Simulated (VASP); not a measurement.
# Rb (P6/mmm) in VASP: relaxation of shape and atoms at fixed volume with PBE

Aim: the relaxation of shape and atoms at fixed volume of Rb with PBE.

Everything below comes from runs of VASP 6.6.1. Logs are shortened: lines on timing, memory, paths and dates and some standing lists are left out, and cuts for length are marked.

**1. The cell of the first run**

Symmetry: P6/mmm, No. 191, hexagonal system. The conventional cell has a = 7.390 Å, b = 7.390 Å, c = 4.415 Å, α = 90.00°, β = 90.00°, γ = 120.00°. Within 5.8 Å of Rb (site symmetry 6/mmm) lie 14 Rb at 4.42 to 4.80 Å. Rb (site symmetry -6m2) has 11 Rb at 4.27 to 4.80 Å within 5.6 Å.

This isn't the form of Rb at room conditions, which is bcc.

**2. Relaxation of shape and atoms at fixed volume, PBE**

Input file INCAR:

```
ALGO = Normal
EDIFF = 1E-7
EDIFFG = -0.005
ENCUT = 600
GGA = PE
IBRION = 2
ISIF = 4
ISMEAR = -1
LASPH = T
LCHARG = F
LREAL = F
LWAVE = F
NELM = 80
NSW = 50
PREC = Accurate
SIGMA = 0.05
```

Input file KPOINTS:

```
k-points
0
Gamma
  5 5 7
```

Input file POSCAR:

```
Rb
1.0
    7.3900768994      0.0000000000      0.0000000000
   -3.6950384497      6.3999943308      0.0000000000
    0.0000000000      0.0000000000      4.4153351856
Rb
3
Direct
    0.0000000000      0.0000000000      0.0000000000
    0.3333333333      0.6666666667      0.5000000000
    0.6666666667      0.3333333333      0.5000000000
```

Potentials or basis: VASP PAW PBE potentials, release 64 (Rb_sv).

Command:

```console
$ cat potpaw_PBE.64/Rb_sv/POTCAR > POTCAR
$ mpirun -np 1 vasp_std > vasp.out
```

OUTCAR:

```text
EDIFF = 1E-7
   EDIFFG = -0.005
   ENCUT = 600
   GGA = PE
   IBRION = 2
   ISIF = 4
   ISMEAR = -1
   LASPH = T
   LREAL = F
   NELM = 80
   NSW = 50
   PREC = Accurate

 ion  position               nearest neighbor table
   1  0.000  0.000  0.000-   2 4.80   3 4.80   2 4.80   3 4.80   2 4.80   2 4.80   3 4.80   3 4.80
                             3 4.80   3 4.80   2 4.80   2 4.80
   2  0.333  0.667  0.500-   3 4.27   3 4.27   3 4.27   1 4.80   1 4.80   1 4.80   1 4.80   1 4.80
                             1 4.80
   3  0.667  0.333  0.500-   2 4.27   2 4.27   2 4.27   1 4.80   1 4.80   1 4.80   1 4.80   1 4.80
                             1 4.80

  LATTYP: Found a hexagonal cell.
 ALAT       =     7.3900768994
 C/A-ratio  =     0.5974680975

  Lattice vectors:

 A1 = (   7.3900768994,   0.0000000000,   0.0000000000)
 A2 = (  -3.6950384497,   6.3999943308,   0.0000000000)
 A3 = (   0.0000000000,   0.0000000000,   4.4153351856)

Analysis of symmetry for initial positions (statically):
=====================================================================
 Subroutine PRICEL returns:
 Original cell was already a primitive cell.

 Routine SETGRP: Setting up the symmetry group for a
 hexagonal supercell.

 Subroutine GETGRP returns: Found 24 space group operations
 (whereof 24 operations were pure point group operations)
 out of a pool of 24 trial point group operations.

The static configuration has the point symmetry D_6h.

Analysis of symmetry for dynamics (positions and initial velocities):
=====================================================================
 Subroutine PRICEL returns:
 Original cell was already a primitive cell.

 Routine SETGRP: Setting up the symmetry group for a
 hexagonal supercell.

 Subroutine GETGRP returns: Found 24 space group operations
 (whereof 24 operations were pure point group operations)
 out of a pool of 24 trial point group operations.

The dynamic configuration has the point symmetry D_6h.

 Subroutine INISYM returns: Found 24 space group operations
 (whereof 24 operations are pure point group operations),
 and found     1 'primitive' translations

----------------------------------------------------------------------------------------

                                     Primitive cell

  volume of cell :     208.8297

  direct lattice vectors                    reciprocal lattice vectors
     7.390076899  0.000000000  0.000000000     0.135316589  0.078125069  0.000000000
    -3.695038450  6.399994331  0.000000000     0.000000000  0.156250138  0.000000000
     0.000000000  0.000000000  4.415335186     0.000000000  0.000000000  0.226483372

  length of vectors
     7.390076899  7.390076899  4.415335186     0.156250138  0.156250138  0.226483372

  position of ions in fractional coordinates (direct lattice)
     0.000000000  0.000000000  0.000000000
     0.333333333  0.666666667  0.500000000
     0.666666667  0.333333333  0.500000000

  ion indices of the primitive-cell ions
   primitive index   ion index
                 1           1
                 2           2
                 3           3

----------------------------------------------------------------------------------------

 KPOINTS: k-points

Automatic generation of k-mesh.
 Grid dimensions read from file:
 generate k-points for:    5    5    7

 Generating k-lattice:

  Cartesian coordinates                     Fractional coordinates (reciprocal lattice)
     0.027063318  0.015625014  0.000000000     0.200000000  0.000000000  0.000000000
     0.000000000  0.031250028  0.000000000     0.000000000  0.200000000  0.000000000
     0.000000000  0.000000000  0.032354767     0.000000000  0.000000000  0.142857143

  Length of vectors
     0.031250028  0.031250028  0.032354767

  Shift w.r.t. Gamma in fractional coordinates (k-lattice)
     0.000000000  0.000000000  0.000000000

 Subroutine IBZKPT returns following result:
 ===========================================

 Found     20 irreducible k-points:

 Following reciprocal coordinates:
            Coordinates               Weight
  0.000000  0.000000  0.000000      1.000000
  0.200000  0.000000  0.000000      6.000000
  0.400000  0.000000  0.000000      6.000000
  0.200000  0.200000  0.000000      6.000000
  0.400000  0.200000  0.000000      6.000000
  0.000000  0.000000  0.142857      2.000000
[... 12 lines left out ...]
  0.200000  0.200000  0.428571     12.000000
  0.400000  0.200000  0.428571     12.000000
   k-points           NKPTS =     20   k-points in BZ     NKDIM =     20   number of bands    NBANDS=     17
   number of dos      NEDOS =    301   number of ions     NIONS =      3
   total plane-waves  NPLWV = 129600
   dimension x,y,z NGX =    60 NGY =   60 NGZ =   36
   dimension x,y,z NGXF=   120 NGYF=  120 NGZF=   72
   ions per type =               3
   NGX,Y,Z   is equivalent  to a cutoff of  13.50, 13.50, 13.55 a.u.
   NGXF,Y,Z  is equivalent  to a cutoff of  26.99, 26.99, 27.11 a.u.
 SYSTEM =  unknown system
   PREC   = accura    normal or accurate (medium, high low for compatibility)
   ISTART =      0    job   : 0-new  1-cont  2-samecut
   ICHARG =      2    charge: 1-file 2-atom 10-const
   ISPIN  =      1    spin polarized calculation?
   LNONCOLLINEAR =      F non collinear calculations
   LSORBIT =      F    spin-orbit coupling
   LASPH  =      T    aspherical Exc in radial PAW
   ENCUT  =  600.0 eV  44.10 Ry    6.64 a.u.  14.76 14.76  8.82*2*pi/ulx,y,z
   NELM   =     80;   NELMIN=  2; NELMDL= -5     # of ELM steps
   EDIFF  = 0.1E-06   stopping-criterion for ELM
   LREAL  =      F    real-space projection
   EDIFFG = -.5E-02   stopping-criterion for IOM
   NSW    =     50    number of steps for IOM
   IBRION =      2    ionic relax: 0-MD 1-quasi-New 2-CG
   NFREE  =      1    steps in history (QN), initial steepest desc. (CG)
   ISIF   =      4    stress and relaxation
   ISYM   =      2    0-nonsym 1-usesym 2-fastsym
   POTIM  = 0.5000    time-step for ionic-motion
   TEBEG  =    0.0;   TEEND  =   0.0 temperature during run
   PSTRESS=    0.0 pullay stress
   NELECT =      27.0000    total number of electrons
   NUPDOWN=      -1.0000    fix difference up-down
   EMIN   =  10.00;   EMAX   =-10.00  energy-range for DOS
   EFERMI =   0.00;   METHOD = LEGACY
   ISMEAR =    -1;   SIGMA  =   0.05  broadening in eV -4-tet -1-fermi 0-gaus
   EFERMI_NEDOS =   21; number of points for ismear=-14 and -15
   IALGO  =     38    algorithm
   IMIX   =      4    mixing-type and parameters
     AMIX     =   0.40;   BMIX     =  1.00
     AMIX_MAG =   1.60;   BMIX_MAG =  1.00
  volume/ion in A,a.u.               =      69.61       469.75
  Fermi-wavevector in a.u.,A,eV,Ry     =   0.827813  1.564339  9.323714  0.685274
  Thomas-Fermi vector in A             =   1.940081
   LORBIT       =      0    0 simple, 1 ext, 2 COOP (PROOUT), +10 PAW based schemes
   GGA     = PE    functional components
   LHFCALC =     F    Hartree Fock is set to
   AEXX    =    0.0000 exact exchange contribution
   IVDW    =     0    specifies the selected vdW correction
   LEPSILON=     F    determine dielectric tensor
   LRPA    =     F    only Hartree local field effects (RPA)
 conjugate gradient relaxation of ions
 non-spin polarized calculation
  energy-cutoff  :      600.00
  volume of cell :      208.83
 maximum number of plane-waves:      7008
 NGX is ok and might be reduce to    60
   NGX = 29   NGY = 29   NGZ = 17

 number of electron      27.0000000 magnetization

 Free energy of the ion-electron system (eV)
  ---------------------------------------------------
  ext. energy  EPLUGINS =         0.00000000
  ---------------------------------------------------
  free energy    TOTEN  =        -2.59427823 eV

  energy without entropy =       -2.57598242  energy(sigma->0) =       -2.58513033

 E-fermi :   0.6831     XC(G=0):  -6.1571

 val. band max:        0.6644535158   @ k =   0.2000   0.2000   0.1429
 cond. band min:       0.6899870957   @ k =   0.2000   0.2000   0.1429
 fundamental gap:      0.0255335799
 Fermi energy:         0.6831093252

 k-point     1 :       0.0000    0.0000    0.0000
  band No.  band energies     occupation
      1     -28.1589      2.00000
      2     -28.1401      2.00000
      3     -28.0210      2.00000
      4     -12.3495      2.00000
      5     -12.3495      2.00000
      6     -12.2237      2.00000
[... 9 lines left out ...]
     16       1.8810      0.00000
     17       1.8915      0.00000

 k-point     2 :       0.2000    0.0000    0.0000
  band No.  band energies     occupation
      1     -28.1573      2.00000
      2     -28.1416      2.00000
      3     -28.0210      2.00000
      4     -12.3633      2.00000
      5     -12.3461      2.00000
      6     -12.2098      2.00000
[... 9 lines left out ...]
     16       1.7486      0.00000
     17       2.1877      0.00000

 k-point     3 :       0.4000    0.0000    0.0000
  band No.  band energies     occupation
      1     -28.1535      2.00000
      2     -28.1453      2.00000
      3     -28.0212      2.00000
      4     -12.3810      2.00000
      5     -12.3214      2.00000
      6     -12.2258      2.00000
[... 9 lines left out ...]
     16       1.7075      0.00000
     17       2.7078      0.00000

 k-point     4 :       0.2000    0.2000    0.0000
  band No.  band energies     occupation
      1     -28.1545      2.00000
      2     -28.1444      2.00000
      3     -28.0211      2.00000
      4     -12.3720      2.00000
      5     -12.3348      2.00000
      6     -12.2214      2.00000
[... 9 lines left out ...]
     16       2.1608      0.00000
     17       2.1995      0.00000

 k-point     5 :       0.4000    0.2000    0.0000
  band No.  band energies     occupation
      1     -28.1513      2.00000
      2     -28.1475      2.00000
      3     -28.0212      2.00000
      4     -12.3758      2.00000
      5     -12.3077      2.00000
      6     -12.2605      2.00000
[... 9 lines left out ...]
     16       2.1534      0.00000
     17       2.7935      0.00000

 k-point     6 :       0.0000    0.0000    0.1429
  band No.  band energies     occupation
      1     -28.1574      2.00000
      2     -28.1386      2.00000
      3     -28.0195      2.00000
      4     -12.3450      2.00000
      5     -12.3450      2.00000
      6     -12.2150      2.00000
[... 9 lines left out ...]
     16       1.9097      0.00000
     17       1.9345      0.00000

 k-point     7 :       0.2000    0.0000    0.1429
  band No.  band energies     occupation
      1     -28.1557      2.00000
      2     -28.1401      2.00000
      3     -28.0195      2.00000
      4     -12.3572      2.00000
      5     -12.3405      2.00000
      6     -12.2135      2.00000
[... 9 lines left out ...]
     16       1.7537      0.00000
     17       2.2173      0.00000

 k-point     8 :       0.4000    0.0000    0.1429
  band No.  band energies     occupation
      1     -28.1520      2.00000
      2     -28.1438      2.00000
      3     -28.0196      2.00000
      4     -12.3732      2.00000
      5     -12.3180      2.00000
      6     -12.2242      2.00000
[... 9 lines left out ...]
     16       1.7050      0.00000
     17       2.7439      0.00000
[... 123 lines left out ...]
      1     -28.1464      2.00000
      2     -28.1426      2.00000
      3     -28.0162      2.00000
      4     -12.3637      2.00000
      5     -12.2913      2.00000
      6     -12.2833      2.00000
[... 9 lines left out ...]
     16       2.2007      0.00000
     17       2.6523      0.00000

 k-point    16 :       0.0000    0.0000    0.4286
  band No.  band energies     occupation
      1     -28.1510      2.00000
      2     -28.1326      2.00000
      3     -28.0135      2.00000
      4     -12.3536      2.00000
      5     -12.3264      2.00000
      6     -12.3264      2.00000
[... 9 lines left out ...]
     16       1.8687      0.00000
     17       2.1115      0.00000

 k-point    17 :       0.2000    0.0000    0.4286
  band No.  band energies     occupation
      1     -28.1494      2.00000
      2     -28.1342      2.00000
      3     -28.0135      2.00000
      4     -12.3528      2.00000
      5     -12.3320      2.00000
      6     -12.3189      2.00000
[... 9 lines left out ...]
     16       1.8338      0.00000
     17       2.0743      0.00000

 k-point    18 :       0.4000    0.0000    0.4286
  band No.  band energies     occupation
      1     -28.1459      2.00000
      2     -28.1378      2.00000
      3     -28.0135      2.00000
      4     -12.3487      2.00000
      5     -12.3402      2.00000
      6     -12.3180      2.00000
[... 9 lines left out ...]
     16       1.7994      0.00000
     17       1.9687      0.00000

 k-point    19 :       0.2000    0.2000    0.4286
  band No.  band energies     occupation
      1     -28.1468      2.00000
      2     -28.1369      2.00000
      3     -28.0135      2.00000
      4     -12.3521      2.00000
      5     -12.3475      2.00000
      6     -12.3156      2.00000
[... 9 lines left out ...]
     16       1.7216      0.00000
     17       2.0632      0.00000

 k-point    20 :       0.4000    0.2000    0.4286
  band No.  band energies     occupation
      1     -28.1437      2.00000
      2     -28.1399      2.00000
      3     -28.0135      2.00000
      4     -12.3629      2.00000
      5     -12.3423      2.00000
      6     -12.3257      2.00000
[... 9 lines left out ...]
     16       1.8338      0.00000
     17       1.9101      0.00000

------------------------ aborting loop because EDIFF is reached ----------------------------------------

  FORCE on cell =-STRESS in cart. coord.  units (eV):
  Direction    XX          YY          ZZ          XY          YZ          ZX
  --------------------------------------------------------------------------------------
  -------------------------------------------------------------------------------------
  Total        1.6411653      1.6411653      1.6286124      0.0000000     -0.0000000      0.0000000
  in kB       12.5913031     12.5913031     12.4949950      0.0000000     -0.0000000      0.0000000
  external PRESSURE =      12.5592004 kB  Pullay stress =       0.0000000 kB

 VOLUME and BASIS-vectors are now :
 -----------------------------------------------------------------------------
  energy-cutoff  :      600.00
  volume of cell :      208.83
      direct lattice vectors                 reciprocal lattice vectors
     7.390076899  0.000000000  0.000000000     0.135316589  0.078125069  0.000000000
    -3.695038450  6.399994331  0.000000000     0.000000000  0.156250138  0.000000000
     0.000000000  0.000000000  4.415335186     0.000000000  0.000000000  0.226483372

 POSITION                                       TOTAL-FORCE (eV/Angst)
 -----------------------------------------------------------------------------------
      0.00000      0.00000      0.00000        -0.000000      0.000000      0.000000
     -0.00000      4.26666      2.20767         0.000000      0.000000      0.000000
      3.69504      2.13333      2.20767        -0.000000     -0.000000      0.000000
 -----------------------------------------------------------------------------------
    total drift:                                0.000000     -0.000000      0.000000

  FREE ENERGIE OF THE ION-ELECTRON SYSTEM (eV)
  ---------------------------------------------------
  free  energy   TOTEN  =        -2.5942782305 eV

  energy  without entropy=       -2.5759824229  energy(sigma->0) =       -2.58513033

 reached required accuracy - stopping structural energy minimisation
```

Run time: 71 s. Hardware: 1 thread of Intel Xeon Platinum 8259CL at 2.50GHz (Skylake/Cascade Lake), shared host; peak memory 0.36 GiB.

Results:

```yaml
Free_energy: -2.5943 eV
Pressure_after_relaxing: 1.3 GPa
Band_gap_on_the_k_mesh: zero (an odd number of electrons rules out a gap without spin polarisation)
```

Final structure:
```cif
data_structure
_symmetry_space_group_name_H-M 'P 1'
_symmetry_Int_Tables_number 1
_cell_length_a 7.3901
_cell_length_b 7.3901
_cell_length_c 4.4153
_cell_angle_alpha 90.000
_cell_angle_beta 90.000
_cell_angle_gamma 120.000
_cell_volume 208.83
loop_
_atom_site_label
_atom_site_type_symbol
_atom_site_fract_x
_atom_site_fract_y
_atom_site_fract_z
_atom_site_occupancy
Rb1 Rb 0.00000 0.00000 0.00000 1
Rb2 Rb 0.33333 0.66667 0.50000 1
Rb3 Rb 0.66667 0.33333 0.50000 1
```

The gap in the log of VASP goes by the Fermi energy; the results here count the filled bands.